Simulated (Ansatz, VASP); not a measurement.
## One calculation of CaSe, two programs

File INCAR:

```
SYSTEM = CaSe
PREC = Accurate
ENCUT = 520
EDIFF = 1E-8
ISMEAR = -1
SIGMA = 0.02
LREAL = .False.
LASPH = .True.
NELM = 80
ALGO = Normal
ISIF = 2
LWAVE = .False.
LCHARG = .False.
GGA = PE
LEFG = .True.
NBANDS = 15
```

Contents of KPOINTS:

```
Automatic mesh
0
Gamma
  7 7 7
  0 0 0
```

File POSCAR:

```
CaSe
1.0
    0.0000000000      2.9058886243      2.9058886243
    2.9058886243      0.0000000000      2.9058886243
    2.9058886243      2.9058886243      0.0000000000
Ca Se
1 1
Direct
    0.0000000000      0.0000000000      0.0000000000
    0.5000000000      0.5000000000      0.5000000000
```

Input for Ansatz:

```yaml
crystal:
  lattice:
    - [0.0, 2.9058886243, 2.9058886243]
    - [2.9058886243, 0.0, 2.9058886243]
    - [2.9058886243, 2.9058886243, 0.0]
  atoms:
    - { symbol: Ca, position: [0.0, 0.0, 0.0] }
    - { symbol: Se, position: [0.5, 0.5, 0.5] }
kpoints:
  mp_grid: { grid: [7, 7, 7] }
scf:
  occupations: { method: fermi_dirac, width: 0.02 }
hamiltonian:
  xc: pbe
  pseudopotentials: { kind: all_electron, datasets: crystal }
output:
  forces: true
  stress: true
  eigenvalues: true
  efg: { contact_densities: true }
```

Change from the starting cell: volume scaled by 0.95, crystal datasets.

Alike in both runs: task electric field gradients; functional PBE; k mesh 7 × 7 × 7; occupations fermi-dirac, width 0.02 eV; no spin polarisation.

|  | VASP | Ansatz |
| --- | --- | --- |
| version | VASP 6.6.1 | Ansatz 0.2.0 |
| potentials or method | VASP PAW PBE potentials, release 64 (Ca_sv, Se), cutoff 520 eV | all-electron PAW with datasets made for the crystal, scalar-relativistic |

```csv
,VASP,Ansatz,Ansatz less VASP
gap on the k mesh at the Fermi level (eV),1.95,1.96,+0.011
pressure (GPa),4.4,4.2,-0.23
```

Ansatz ran all-electron here, and VASP with PAW potentials.
